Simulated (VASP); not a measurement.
# CoSi (P2_13) in VASP: single point with PBEsol

Aim: the single point of CoSi with PBEsol.

All numbers are computed with VASP 6.6.1; they aren't measurements. Logs are shortened: lines on timing, memory, paths and dates and some standing lists are left out, and cuts for length are marked.

### 1 The cell of the first run

It takes space group P2_13 (No. 198, cubic). Conventional cell: a = 4.438 Å, b = 4.438 Å, c = 4.438 Å, α = 90.00°, β = 90.00°, γ = 90.00°. Within 3.0 Å of Co (site symmetry 3) lie 7 Si at 2.28 to 2.47 Å and 6 Co at 2.72 Å. Within 3.0 Å of Si (site symmetry 3) lie 7 Co at 2.28 to 2.47 Å and 6 Si at 2.75 Å.

### 2 Single point, PBEsol, collinear spin, ferromagnetic start

Contents of INCAR:

```
PREC = Accurate
ENCUT = 600
EDIFF = 1E-6
ISMEAR = 1
SIGMA = 0.15
LREAL = False
LASPH = True
NELM = 200
ALGO = Normal
ISIF = 2
LWAVE = False
LCHARG = False
ISPIN = 2
MAGMOM = 2.5 2.5 2.5 2.5 0 0 0 0
LORBIT = 11
LMAXMIX = 4
GGA = PS
NBANDS = 40
GGA_COMPAT = False
```

Contents of KPOINTS:

```
Automatic mesh
0
Gamma
  6 6 6
```

Contents of POSCAR:

```
CoSi
1.0
    4.4380000000      0.0000000000      0.0000000000
    0.0000000000      4.4380000000      0.0000000000
    0.0000000000      0.0000000000      4.4380000000
Co Si
4 4
Direct
    0.1400000000      0.1400000000      0.1400000000
    0.3600000000      0.8600000000      0.6400000000
    0.6400000000      0.3600000000      0.8600000000
    0.8600000000      0.6400000000      0.3600000000
    0.8430000000      0.8430000000      0.8430000000
    0.6570000000      0.1570000000      0.3430000000
    0.3430000000      0.6570000000      0.1570000000
    0.1570000000      0.3430000000      0.6570000000
```

Potentials or basis: VASP PAW PBE potentials, release 64 (Co, Si).

Started as:

```
cat potpaw_PBE.64/Co/POTCAR potpaw_PBE.64/Si/POTCAR > POTCAR
mpirun -np 1 vasp_std > vasp.out
```

OUTCAR:

```text
PREC = Accurate
   ENCUT = 600
   EDIFF = 1E-6
   ISMEAR = 1
   LREAL = False
   LASPH = True
   NELM = 200
   ISIF = 2
   ISPIN = 2
   LORBIT = 11
   GGA = PS

 ion  position               nearest neighbor table
   1  0.140  0.140  0.140-   5 2.28   6 2.33   7 2.33   8 2.33   7 2.47   8 2.47   6 2.47   2 2.72
                             4 2.72   2 2.72   4 2.72   3 2.72   3 2.72
   2  0.360  0.860  0.640-   6 2.28   5 2.33   7 2.33   8 2.33   7 2.47   8 2.47   5 2.47   1 2.72
                             3 2.72   1 2.72   3 2.72   4 2.72   4 2.72
   3  0.640  0.360  0.860-   7 2.28   6 2.33   5 2.33   8 2.33   8 2.47   6 2.47   5 2.47   4 2.72
                             2 2.72   2 2.72   4 2.72   1 2.72   1 2.72
   4  0.860  0.640  0.360-   8 2.28   6 2.33   7 2.33   5 2.33   6 2.47   5 2.47   7 2.47   3 2.72
                             1 2.72   1 2.72   3 2.72   2 2.72   2 2.72
   5  0.843  0.843  0.843-   1 2.28   2 2.33   3 2.33   4 2.33   3 2.47   4 2.47   2 2.47   6 2.75
                             7 2.75   8 2.75   6 2.75   8 2.75   7 2.75
   6  0.657  0.157  0.343-   2 2.28   1 2.33   3 2.33   4 2.33   3 2.47   4 2.47   1 2.47   8 2.75
                             5 2.75   5 2.75   7 2.75   7 2.75   8 2.75
   7  0.343  0.657  0.157-   3 2.28   2 2.33   1 2.33   4 2.33   4 2.47   2 2.47   1 2.47   8 2.75
                             5 2.75   8 2.75   6 2.75   6 2.75   5 2.75
   8  0.157  0.343  0.657-   4 2.28   2 2.33   3 2.33   1 2.33   2 2.47   1 2.47   3 2.47   7 2.75
                             5 2.75   7 2.75   5 2.75   6 2.75   6 2.75

  LATTYP: Found a simple cubic cell.
 ALAT       =     4.4380000000

  Lattice vectors:

 A1 = (   4.4380000000,   0.0000000000,   0.0000000000)
 A2 = (   0.0000000000,   4.4380000000,   0.0000000000)
 A3 = (   0.0000000000,   0.0000000000,   4.4380000000)

Analysis of symmetry for initial positions (statically):
=====================================================================
 Subroutine PRICEL returns:
 Original cell was already a primitive cell.

 Routine SETGRP: Setting up the symmetry group for a
 simple cubic supercell.

 Subroutine GETGRP returns: Found 12 space group operations
 (whereof  3 operations were pure point group operations)
 out of a pool of 48 trial point group operations.

The static configuration has the point symmetry C_3 .
 The point group associated with its full space group is T   .

Analysis of symmetry for dynamics (positions and initial velocities):
=====================================================================
 Subroutine PRICEL returns:
 Original cell was already a primitive cell.

 Routine SETGRP: Setting up the symmetry group for a
 simple cubic supercell.

 Subroutine GETGRP returns: Found 12 space group operations
 (whereof  3 operations were pure point group operations)
 out of a pool of 48 trial point group operations.

The dynamic configuration has the point symmetry C_3 .
 The point group associated with its full space group is T   .

Analysis of structural, dynamic, and magnetic symmetry:
[... 179 lines left out ...]

 spin component 1

 k-point     1 :       0.0000    0.0000    0.0000
  band No.  band energies     occupation
      1      -1.7033      1.00000
      2       3.7886      1.00000
      3       3.7886      1.00000
      4       3.7886      1.00000
      5       6.4710      1.00000
      6       6.4710      1.00000
[... 973 lines left out ...]
     37      19.6905      0.00000
     38      19.6905      0.00000
 Fermi energy:        11.9373056733

 spin component 2

 k-point     1 :       0.0000    0.0000    0.0000
  band No.  band energies     occupation
      1      -1.7032      1.00000
      2       3.7886      1.00000
      3       3.7886      1.00000
      4       3.7886      1.00000
      5       6.4710      1.00000
      6       6.4710      1.00000
[... 973 lines left out ...]
     37      19.6905      0.00000
     38      19.6905      0.00000
 [bands above 38 left out]

------------------------ aborting loop because EDIFF is reached ----------------------------------------

  FORCE on cell =-STRESS in cart. coord.  units (eV):
  Direction    XX          YY          ZZ          XY          YZ          ZX
  --------------------------------------------------------------------------------------
  -------------------------------------------------------------------------------------
  Total       -3.8526074     -3.8526074     -3.8526074     -0.0000000     -0.0000000      0.0000000
  in kB      -70.6160542    -70.6160542    -70.6160542     -0.0000000     -0.0000000      0.0000000
  external PRESSURE =     -70.6160542 kB  Pullay stress =       0.0000000 kB

 VOLUME and BASIS-vectors are now :
 -----------------------------------------------------------------------------
  energy-cutoff  :      600.00
  volume of cell :       87.41
      direct lattice vectors                 reciprocal lattice vectors
     4.438000000  0.000000000  0.000000000     0.225326724  0.000000000  0.000000000
     0.000000000  4.438000000  0.000000000     0.000000000  0.225326724  0.000000000
     0.000000000  0.000000000  4.438000000     0.000000000  0.000000000  0.225326724

 POSITION                                       TOTAL-FORCE (eV/Angst)
 -----------------------------------------------------------------------------------
      0.62132      0.62132      0.62132         0.141381      0.141381      0.141381
      1.59768      3.81668      2.84032        -0.141381     -0.141381      0.141381
      2.84032      1.59768      3.81668         0.141381     -0.141381     -0.141381
      3.81668      2.84032      1.59768        -0.141381      0.141381     -0.141381
      3.74123      3.74123      3.74123        -0.038066     -0.038066     -0.038066
      2.91577      0.69677      1.52223         0.038066      0.038066     -0.038066
      1.52223      2.91577      0.69677        -0.038066      0.038066      0.038066
      0.69677      1.52223      2.91577         0.038066     -0.038066      0.038066
 -----------------------------------------------------------------------------------
    total drift:                               -0.000000      0.000000      0.000000

  FREE ENERGIE OF THE ION-ELECTRON SYSTEM (eV)
  ---------------------------------------------------
  free  energy   TOTEN  =       -59.7295404393 eV

  energy  without entropy=      -59.7383184595  energy(sigma->0) =      -59.73246645

 total charge

# of ion       s       p       d       tot
------------------------------------------
    1        0.436   0.618   7.569   8.623
    2        0.436   0.618   7.569   8.623
    3        0.436   0.618   7.569   8.623
    4        0.436   0.618   7.569   8.623
    5        0.727   0.879   0.000   1.607
    6        0.727   0.879   0.000   1.607
    7        0.727   0.879   0.000   1.607
    8        0.727   0.879   0.000   1.607
--------------------------------------------------
tot          4.652   5.990  30.276  40.918

 magnetization (x)

# of ion       s       p       d       tot
------------------------------------------
    1        0.000   0.000  -0.000  -0.000
    2        0.000   0.000  -0.000  -0.000
    3        0.000   0.000  -0.000  -0.000
    4        0.000   0.000  -0.000  -0.000
    5        0.000   0.000   0.000   0.000
    6        0.000   0.000   0.000   0.000
    7        0.000   0.000   0.000   0.000
    8        0.000   0.000   0.000   0.000
--------------------------------------------------
tot          0.000   0.000  -0.001  -0.000
```

stdout:

```text
POSCAR found type information on POSCAR CoSi
 POSCAR found :  2 types and       8 ions
 scaLAPACK will be used
 -----------------------------------------------------------------------------
|                                                                             |
|                                                                             |
|     You enforced a specific xc type in the INCAR file but a different       |
|     I HOPE YOU KNOW WHAT YOU ARE DOING!                                     |
|                                                                             |
 -----------------------------------------------------------------------------

 LDA part: xc-table for (Slater+PW92), standard interpolation
 POSCAR, INCAR and KPOINTS ok, starting setup
 FFT: planning ... GRIDC
 FFT: planning ... GRID_SOFT
 FFT: planning ... GRID
 WAVECAR not read
 entering main loop
```

It took 5.2 min on 1 thread of Intel Xeon 8259CL, shared host; peak memory 0.33 GiB.

Results:

```
Free energy                                           : -59.7295 eV
Pressure                                              : -7.1 GPa
Largest force                                         : 0.245 eV/Å
Band gap on the k mesh                                : zero (filled and empty bands overlap)
Net moment                                            : 0.00 μB per cell
Valence electrons inside the program's atomic spheres : Co 8.62; Si 1.61
```

Forces on the atoms (eV/Å):
```
Co   0.141  0.141  0.141
Co  -0.141 -0.141  0.141
Co   0.141 -0.141 -0.141
Co  -0.141  0.141 -0.141
Si  -0.038 -0.038 -0.038
Si   0.038  0.038 -0.038
Si  -0.038  0.038  0.038
Si   0.038 -0.038  0.038
```

Caveat: the starting moments collapsed, and a magnetic state may lie lower; the PAW data sets were made with another functional, which shifts forces and pressure a little.
